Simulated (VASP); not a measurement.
# TiN (Fm-3m) in VASP: notebook, part 2 of 2

VASP 6.6.1. Earlier steps stand in the parts before.

## 3. Single point, LDA

This run uses another cell than the first one, of 9.54 Å³/atom.

INCAR

```
SYSTEM = TiN
ALGO = Normal
EDIFF = 1E-6
ENCUT = 520
ISIF = 2
ISMEAR = 0
LASPH = .TRUE.
LCHARG = .FALSE.
LREAL = .FALSE.
LWAVE = .FALSE.
NBANDS = 16
NELM = 100
PREC = Accurate
SIGMA = 0.1
```

KPOINTS

```
k-points
0
G
  8 8 8
  0 0 0
```

POSCAR

```
TiN
1.0
    0.0000000000      2.1206234500      2.1206234500
    2.1206234500      0.0000000000      2.1206234500
    2.1206234500      2.1206234500      0.0000000000
Ti N
1 1
Direct
    0.0000000000      0.0000000000      0.0000000000
    0.5000000000      0.5000000000      0.5000000000
```

Potentials or basis: VASP PAW LDA potentials, release 64 (Ti_sv, N).

Started as:

```sh
> cat potpaw_LDA.64/Ti_sv/POTCAR potpaw_LDA.64/N/POTCAR > POTCAR
> mpirun -np 1 vasp_std > vasp.out
```

OUTCAR:

```text
SYSTEM = TiN
   EDIFF = 1E-6
   ENCUT = 520
   ISIF = 2
   ISMEAR = 0
   LASPH = .TRUE.
   LREAL = .FALSE.
   NELM = 100
   PREC = Accurate

 ion  position               nearest neighbor table
   1  0.000  0.000  0.000-   2 2.12   2 2.12   2 2.12   2 2.12   2 2.12   2 2.12
   2  0.500  0.500  0.500-   1 2.12   1 2.12   1 2.12   1 2.12   1 2.12   1 2.12

  LATTYP: Found a face centered cubic cell.
 ALAT       =     4.2412469000

  Lattice vectors:

 A1 = (   0.0000000000,   2.1206234500,   2.1206234500)
 A2 = (   2.1206234500,   0.0000000000,   2.1206234500)
 A3 = (   2.1206234500,   2.1206234500,   0.0000000000)

Analysis of symmetry for initial positions (statically):
=====================================================================
 Subroutine PRICEL returns:
 Original cell was already a primitive cell.

 Routine SETGRP: Setting up the symmetry group for a
 face centered cubic supercell.

 Subroutine GETGRP returns: Found 48 space group operations
 (whereof 48 operations were pure point group operations)
 out of a pool of 48 trial point group operations.

The static configuration has the point symmetry O_h .

Analysis of symmetry for dynamics (positions and initial velocities):
=====================================================================
 Subroutine PRICEL returns:
 Original cell was already a primitive cell.

 Routine SETGRP: Setting up the symmetry group for a
 face centered cubic supercell.

 Subroutine GETGRP returns: Found 48 space group operations
 (whereof 48 operations were pure point group operations)
 out of a pool of 48 trial point group operations.

The dynamic configuration has the point symmetry O_h .

 Subroutine INISYM returns: Found 48 space group operations
 (whereof 48 operations are pure point group operations),
 and found     1 'primitive' translations

----------------------------------------------------------------------------------------

                                     Primitive cell

  volume of cell :      19.0731

  direct lattice vectors                    reciprocal lattice vectors
     0.000000000  2.120623450  2.120623450    -0.235779718  0.235779718  0.235779718
     2.120623450  0.000000000  2.120623450     0.235779718 -0.235779718  0.235779718
     2.120623450  2.120623450  0.000000000     0.235779718  0.235779718 -0.235779718

  length of vectors
     2.999014444  2.999014444  2.999014444     0.408382452  0.408382452  0.408382452

  position of ions in fractional coordinates (direct lattice)
     0.000000000  0.000000000  0.000000000
     0.500000000  0.500000000  0.500000000

  ion indices of the primitive-cell ions
   primitive index   ion index
                 1           1
                 2           2

----------------------------------------------------------------------------------------

 KPOINTS: k-points

Automatic generation of k-mesh.
 Grid dimensions read from file:
 generate k-points for:    8    8    8

 Generating k-lattice:

  Cartesian coordinates                     Fractional coordinates (reciprocal lattice)
    -0.029472465  0.029472465  0.029472465     0.125000000  0.000000000  0.000000000
     0.029472465 -0.029472465  0.029472465     0.000000000  0.125000000  0.000000000
     0.029472465  0.029472465 -0.029472465     0.000000000  0.000000000  0.125000000

  Length of vectors
     0.051047806  0.051047806  0.051047806

  Shift w.r.t. Gamma in fractional coordinates (k-lattice)
     0.000000000  0.000000000  0.000000000

 Subroutine IBZKPT returns following result:
 ===========================================

 Found     29 irreducible k-points:

 Following reciprocal coordinates:
            Coordinates               Weight
  0.000000  0.000000  0.000000      1.000000
  0.125000  0.000000  0.000000      8.000000
  0.250000  0.000000  0.000000      8.000000
  0.375000  0.000000  0.000000      8.000000
  0.500000  0.000000  0.000000      4.000000
  0.125000  0.125000  0.000000      6.000000
[... 16 lines left out ...]
  0.500000  0.250000  0.125000     48.000000
 -0.375000  0.250000  0.125000     24.000000
 [... further k-points ...]
   k-points           NKPTS =     29   k-points in BZ     NKDIM =     29   number of bands    NBANDS=     16
   number of dos      NEDOS =    301   number of ions     NIONS =      2
   total plane-waves  NPLWV =  13824
   dimension x,y,z NGX =    24 NGY =   24 NGZ =   24
   dimension x,y,z NGXF=    48 NGYF=   48 NGZF=   48
   ions per type =               1   1
   NGX,Y,Z   is equivalent  to a cutoff of  13.30, 13.30, 13.30 a.u.
   NGXF,Y,Z  is equivalent  to a cutoff of  26.61, 26.61, 26.61 a.u.
 SYSTEM =  TiN
   PREC   = accura    normal or accurate (medium, high low for compatibility)
   ISTART =      0    job   : 0-new  1-cont  2-samecut
   ICHARG =      2    charge: 1-file 2-atom 10-const
   ISPIN  =      1    spin polarized calculation?
   LNONCOLLINEAR =      F non collinear calculations
   LSORBIT =      F    spin-orbit coupling
   LASPH  =      T    aspherical Exc in radial PAW
   ENCUT  =  520.0 eV  38.22 Ry    6.18 a.u.   5.58  5.58  5.58*2*pi/ulx,y,z
   NELM   =    100;   NELMIN=  2; NELMDL= -5     # of ELM steps
   EDIFF  = 0.1E-05   stopping-criterion for ELM
   LREAL  =      F    real-space projection
   EDIFFG = 0.1E-04   stopping-criterion for IOM
   NSW    =      0    number of steps for IOM
   IBRION =     -1    ionic relax: 0-MD 1-quasi-New 2-CG
   NFREE  =      0    steps in history (QN), initial steepest desc. (CG)
   ISIF   =      2    stress and relaxation
   ISYM   =      2    0-nonsym 1-usesym 2-fastsym
   POTIM  = 0.5000    time-step for ionic-motion
   TEBEG  =    0.0;   TEEND  =   0.0 temperature during run
   PSTRESS=    0.0 pullay stress
   NELECT =      17.0000    total number of electrons
   NUPDOWN=      -1.0000    fix difference up-down
   EMIN   =  10.00;   EMAX   =-10.00  energy-range for DOS
   EFERMI =   0.00;   METHOD = LEGACY
   ISMEAR =     0;   SIGMA  =   0.10  broadening in eV -4-tet -1-fermi 0-gaus
   EFERMI_NEDOS =   21; number of points for ismear=-14 and -15
   IALGO  =     38    algorithm
   IMIX   =      4    mixing-type and parameters
     AMIX     =   0.40;   BMIX     =  1.00
     AMIX_MAG =   1.60;   BMIX_MAG =  1.00
  volume/ion in A,a.u.               =       9.54        64.36
  Fermi-wavevector in a.u.,A,eV,Ry     =   1.575497  2.977258 33.772256  2.482191
  Thomas-Fermi vector in A             =   2.676472
   LORBIT       =      0    0 simple, 1 ext, 2 COOP (PROOUT), +10 PAW based schemes
   GGA     = CA    functional components
   LHFCALC =     F    Hartree Fock is set to
   AEXX    =    0.0000 exact exchange contribution
   IVDW    =     0    specifies the selected vdW correction
   LEPSILON=     F    determine dielectric tensor
   LRPA    =     F    only Hartree local field effects (RPA)
 non-spin polarized calculation
 Gauss-broadening in eV      SIGMA  =   0.10
  energy-cutoff  :      520.00
  volume of cell :       19.07
 maximum number of plane-waves:       531
 NGX is ok and might be reduce to    24
   NGX = 11   NGY = 11   NGZ = 11

 number of electron      17.0000002 magnetization

 Free energy of the ion-electron system (eV)
  ---------------------------------------------------
  ext. energy  EPLUGINS =         0.00000000
  ---------------------------------------------------
  free energy    TOTEN  =       -21.62680490 eV

  energy without entropy =      -21.61829596  energy(sigma->0) =      -21.62255043

 E-fermi :  11.1895     XC(G=0): -13.3737

 val. band max:       11.1855653459   @ k =   0.3750   0.1250   0.0000
 cond. band min:      11.2127261457   @ k =  -0.3750   0.3750   0.1250
 fundamental gap:      0.0271607998
 Fermi energy:        11.1895365461

 k-point     1 :       0.0000    0.0000    0.0000
  band No.  band energies     occupation
      1     -45.9526      2.00000
      2     -22.3102      2.00000
      3     -22.3102      2.00000
      4     -22.3102      2.00000
      5      -5.6587      2.00000
      6       9.1752      2.00000
[... 8 lines left out ...]
     15      24.3610      0.00000
     16      30.9702      0.00000
[... 419 lines left out ...]
 k-point    24 :      -0.3750    0.2500    0.1250
  band No.  band energies     occupation
      1     -45.8323      2.00000
      2     -22.8707      2.00000
      3     -22.5343      2.00000
      4     -22.4243      2.00000
      5      -3.4507      2.00000
      6       4.0797      2.00000
[... 8 lines left out ...]
     15      23.9703      0.00000
     16      24.8229      0.00000

 [... further k-points ...]

------------------------ aborting loop because EDIFF is reached ----------------------------------------

  FORCE on cell =-STRESS in cart. coord.  units (eV):
  Direction    XX          YY          ZZ          XY          YZ          ZX
  --------------------------------------------------------------------------------------
  -------------------------------------------------------------------------------------
  Total       -1.5693761     -1.5693761     -1.5693761      0.0000000     -0.0000000      0.0000000
  in kB     -131.8308157   -131.8308157   -131.8308157      0.0000000     -0.0000000      0.0000000
  external PRESSURE =    -131.8308157 kB  Pullay stress =       0.0000000 kB

 VOLUME and BASIS-vectors are now :
 -----------------------------------------------------------------------------
  energy-cutoff  :      520.00
  volume of cell :       19.07
      direct lattice vectors                 reciprocal lattice vectors
     0.000000000  2.120623450  2.120623450    -0.235779718  0.235779718  0.235779718
     2.120623450  0.000000000  2.120623450     0.235779718 -0.235779718  0.235779718
     2.120623450  2.120623450  0.000000000     0.235779718  0.235779718 -0.235779718

 POSITION                                       TOTAL-FORCE (eV/Angst)
 -----------------------------------------------------------------------------------
      0.00000      0.00000      0.00000         0.000000     -0.000000     -0.000000
      2.12062      2.12062      2.12062         0.000000      0.000000      0.000000
 -----------------------------------------------------------------------------------
    total drift:                                0.000000     -0.000000     -0.000000

  FREE ENERGIE OF THE ION-ELECTRON SYSTEM (eV)
  ---------------------------------------------------
  free  energy   TOTEN  =       -21.6268048992 eV

  energy  without entropy=      -21.6182959585  energy(sigma->0) =      -21.62255043
```

OSZICAR:

```text
N       E                     dE             d eps       ncg     rms          rms(c)
DAV:   1     0.126806437614E+03    0.12681E+03   -0.81950E+03   928   0.127E+03
DAV:   2    -0.193053186428E+02   -0.14611E+03   -0.13759E+03  1000   0.336E+02
DAV:   3    -0.265641530318E+02   -0.72588E+01   -0.71960E+01  1240   0.769E+01
DAV:   4    -0.267395732982E+02   -0.17542E+00   -0.17539E+00  1024   0.109E+01
DAV:   5    -0.267436055262E+02   -0.40322E-02   -0.40322E-02  1136   0.153E+00    0.178E+01
DAV:   6    -0.221399653895E+02    0.46036E+01   -0.13302E+01  1216   0.534E+01    0.710E+00
DAV:   7    -0.216875647900E+02    0.45240E+00   -0.16784E+00  1176   0.167E+01    0.480E+00
DAV:   8    -0.219083756148E+02   -0.22081E+00   -0.10990E+00  1224   0.151E+01    0.603E+00
DAV:   9    -0.216370408686E+02    0.27133E+00   -0.35035E-01  1056   0.924E+00    0.140E+00
DAV:  10    -0.216301344971E+02    0.69064E-02   -0.35091E-02  1112   0.206E+00    0.406E-01
DAV:  11    -0.216269387694E+02    0.31957E-02   -0.48970E-03  1272   0.761E-01    0.180E-01
DAV:  12    -0.216268640834E+02    0.74686E-04   -0.40793E-04  1032   0.180E-01    0.781E-02
DAV:  13    -0.216268106322E+02    0.53451E-04   -0.18856E-04  1120   0.216E-01    0.158E-02
DAV:  14    -0.216268053877E+02    0.52445E-05   -0.95381E-06  1064   0.380E-02    0.710E-03
DAV:  15    -0.216268048992E+02    0.48850E-06   -0.20106E-06  1048   0.135E-02
   1 F= -.21626805E+02 E0= -.21622550E+02  d E =-.850894E-02
```

stdout:

```text
POSCAR found type information on POSCAR TiN
 POSCAR found :  2 types and       2 ions
 scaLAPACK will be used
 LDA part: xc-table for (Slater(with rela. corr.)+CA(PZ))
 , standard interpolation
 POSCAR, INCAR and KPOINTS ok, starting setup
 FFT: planning ... GRIDC
 FFT: planning ... GRID_SOFT
 FFT: planning ... GRID
 WAVECAR not read
 entering main loop
```

Run time: 12 s. Hardware: 1 thread of Intel Xeon 8259CL, shared host; peak memory 0.13 GiB.

What came out:

- Free energy: -21.6268 eV
- Pressure: -13.2 GPa
- Band gap on the k mesh: zero (an odd number of electrons rules out a gap without spin polarisation)

Levels at points of the mesh, in eV from the Fermi level:
```tsv
k point	band 6	band 7	band 8	band 9	band 10	band 11	band 12	band 13
(0.00, 0.00, 0.00)	-2.01	-2.01	-2.01	-0.65	-0.65	-0.65	0.55	0.55
(0.50, 0.00, 0.00)	-8.07	-5.48	-5.48	1.68	1.68	2.36	5.74	5.74
(0.50, 0.50, 0.00)	-5.78	-3.20	-3.20	-3.11	1.62	2.39	2.39	3.67
```

Caveat: the cell stands under tension.

## 4. Relaxation of cell and atoms, LDA

This run uses another cell than the first one, of 9.54 Å³/atom.

INCAR

```
SYSTEM = TiN
PREC     = Accurate       ! precision mode
ENCUT    = 600            ! plane-wave cutoff, eV
EDIFF    = 1E-7           ! SCF threshold, eV
ISMEAR   = 0              ! smearing method
SIGMA    = 0.1            ! smearing width, eV
LREAL    = .False.        ! projectors in reciprocal space
LASPH    = .True.         ! aspherical terms in the spheres
NELM     = 80             ! most SCF steps
ALGO     = Normal         ! electronic algorithm
ISIF     = 3              ! what is computed and relaxed
LWAVE    = .False.        ! write WAVECAR
LCHARG   = .False.        ! write CHGCAR
GGA      = CA             ! functional
IBRION   = 2              ! ionic algorithm
NSW      = 100            ! ionic steps
EDIFFG   = -0.05          ! ionic threshold
```

KPOINTS

```
regular mesh
0
Gamma
  8 8 8
  0 0 0
```

POSCAR is that of step 3.

Started as:

```sh
> cat potpaw_LDA.64/Ti_sv/POTCAR potpaw_LDA.64/N/POTCAR > POTCAR
> mpirun -np 1 vasp_std > vasp.out
```

It took 24 s on 1 thread of Intel Xeon 8259CL, shared host; peak memory 0.14 GiB.

It converged, with:

* Free energy: -21.6635 eV
* Relaxed volume: 9.12 Å³/atom
* Relaxed cell: a = 2.954 Å, b = 2.954 Å, c = 2.954 Å, α = 60.00°, β = 60.00°, γ = 60.00°
* Space group after relaxing (to 0.1 Å): Fm-3m (No. 225)
* Energy gained by relaxing: 18.4 meV/atom
* Ionic steps: 3
* Pressure after relaxing: -0.3 GPa
* Band gap on the k mesh: zero (an odd number of electrons rules out a gap without spin polarisation)

Step by step:
| step | energy change (eV) | largest force (eV/Å) | pressure (GPa) | volume (Å³) |
| --- | --- | --- | --- | --- |
| 1 | 0.0000 | 0.0000 | -13.23 | 19.07 |
| 2 | 0.0567 | 0.0000 | 25.75 | 16.98 |
| 3 | -0.0367 | 0.0000 | -0.31 | 18.23 |

Final structure:
```
Ti N
1.0
     0.00000    2.08903    2.08903
     2.08903    0.00000    2.08903
     2.08903    2.08903    0.00000
Ti N
1 1
Cartesian
  0.0000 0.0000 0.0000
  2.0890 2.0890 2.0890
```

Levels at points of the mesh, in eV from the Fermi level:
```tsv
k point	band 7	band 8	band 9	band 10	band 11	band 12
(0.00, 0.00, 0.00)	-2.08	-2.08	-0.70	-0.70	-0.70	0.59
(0.50, 0.00, 0.00)	-5.73	-5.73	1.80	1.80	2.53	6.10
(0.50, 0.50, 0.00)	-3.31	-3.26	-3.26	1.74	2.57	2.57
```

## 5. Single point, LDA

INCAR

```
SYSTEM = TiN
PREC = Accurate
ENCUT = 520
EDIFF = 1E-6
ISMEAR = 0
SIGMA = 0.1
LREAL = .False.
LASPH = .True.
NELM = 100
ALGO = Normal
ISIF = 2
LWAVE = .False.
LCHARG = .True.
GGA = CA
LELF = .True.
LVHAR = .True.
NBANDS = 16
```

KPOINTS

```
Automatic mesh
0
Gamma
  14 14 14
  0 0 0
```

POSCAR

```
TiN
1.0
    0.0000000000      2.0859620385      2.0859620385
    2.0859620385      0.0000000000      2.0859620385
    2.0859620385      2.0859620385      0.0000000000
Ti N
1 1
Direct
    0.0000000000      0.0000000000      0.0000000000
    0.5000000000      0.5000000000      0.5000000000
```

Started as:

```sh
> cat potpaw_LDA.64/Ti_sv/POTCAR potpaw_LDA.64/N/POTCAR > POTCAR
> mpirun -np 1 vasp_std > vasp.out
```

Run time: 54 s. Hardware: 1 thread of Intel Xeon 8259CL, shared host; peak memory 0.15 GiB.

The run converged. Its results:

| Property | Result |
| --- | --- |
| Free energy | -21.6716 eV |
| Pressure | 1.0 GPa |
| Band gap on the k mesh | zero (an odd number of electrons rules out a gap without spin polarisation) |

Levels at points of the mesh, in eV from the Fermi level:
| k point | band 5 | band 6 | band 7 | band 8 | band 9 | band 10 | band 11 | band 12 | band 13 | band 14 |
| --- | --- | --- | --- | --- | --- | --- | --- | --- | --- | --- |
| (0.00, 0.00, 0.00) | -17.13 | -2.06 | -2.06 | -2.06 | -0.69 | -0.69 | -0.69 | 0.60 | 0.60 | 6.15 |
| (0.50, 0.00, 0.00) | -14.38 | -8.37 | -5.74 | -5.74 | 1.82 | 1.82 | 2.56 | 6.15 | 6.15 | 6.37 |
| (0.50, 0.50, 0.00) | -15.69 | -5.87 | -3.32 | -3.25 | -3.25 | 1.76 | 2.59 | 2.59 | 4.06 | 11.28 |

## 6. The runs side by side

```tsv
task	cell	k mesh	cutoff (eV)	gap on the mesh (eV)	pressure (GPa)
single point	a = 2.950 Å, angles 60.0°, 2 atoms	8 × 8 × 8	520	none	1.1
single point	a = 2.999 Å, angles 60.0°, 2 atoms	8 × 8 × 8	520	none	-13.2
relaxation of cell and atoms	relaxed from a = 2.999 Å, angles 60.0°, 2 atoms	8 × 8 × 8	600	none	-0.3
single point	a = 2.950 Å, angles 60.0°, 2 atoms	14 × 14 × 14	520	none	1.0
```

Alike in all rows: level LDA; potentials or basis VASP PAW LDA potentials, release 64 (Ti_sv, N); no spin polarisation; smearing gaussian 0.1 eV.

Caveats: the cell stands under tension (at least some runs).

Absolute energies hang on the potentials; compare differences alone.
